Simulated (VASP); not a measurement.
Write the native input for VASP 6.6.1 that does the following.

* Task: single point
* Functional: PBEsol
* Potentials or basis: VASP PAW PBE potentials, release 64 (Hf_pv, O)
* Cutoff: 520 eV
* k mesh: 9 × 9 × 9
* Occupations: fermi-dirac, width 0.05 eV
* Spin: no spin polarisation
* Dipole correction: no
* Further INCAR settings: ALGO = Normal; EDIFF = 1e-06; NBANDS = 18

The structure of HfO2 lies in POSCAR:

```
HfO2
1.0
    0.0000000000      2.5067857565      2.5067857565
    2.5067857565      0.0000000000      2.5067857565
    2.5067857565      2.5067857565      0.0000000000
Hf O
1 2
Direct
    0.0000000000      0.0000000000      0.0000000000
    0.7500000000      0.7500000000      0.7500000000
    0.2500000000      0.2500000000      0.2500000000
```

One way to write it, as run:

INCAR

```
SYSTEM = HfO2
PREC     = Accurate       ! precision mode
ENCUT    = 520            ! plane-wave cutoff, eV
EDIFF    = 1E-6           ! SCF threshold, eV
ISMEAR   = -1             ! smearing method
SIGMA    = 0.05           ! smearing width, eV
LREAL    = .FALSE.        ! projectors in reciprocal space
LASPH    = .TRUE.         ! aspherical terms in the spheres
NELM     = 60             ! most SCF steps
ALGO     = Normal         ! electronic algorithm
ISIF     = 2              ! what is computed and relaxed
LWAVE    = .FALSE.        ! write WAVECAR
LCHARG   = .TRUE.         ! write CHGCAR
GGA      = PS             ! functional
LELF     = .TRUE.         ! ELF
LVHAR    = .TRUE.       
NBANDS   = 18             ! bands
```

KPOINTS

```
Automatic mesh
0
G
  9 9 9
  0 0 0
```

Potentials or basis: VASP PAW PBE potentials, release 64 (Hf_pv, O).

Command:

```sh
$ cat potpaw_PBE.64/Hf_pv/POTCAR potpaw_PBE.64/O/POTCAR > POTCAR
$ mpirun -np 1 vasp_std > vasp.out
```

It gave:

The pressure is 1.1 GPa and the band gap on the k mesh is 3.88 eV, indirect (least direct gap 4.00 eV).

Caveat: the PAW data sets were made with another functional, which shifts forces and pressure a little; spin-orbit coupling is left out, which moves the levels of the heavy elements.

Wall time 11 s on 1 thread of Intel(R) Xeon(R) 6975P-C (Granite Rapids) (shared host), peak memory 0.16 GiB.
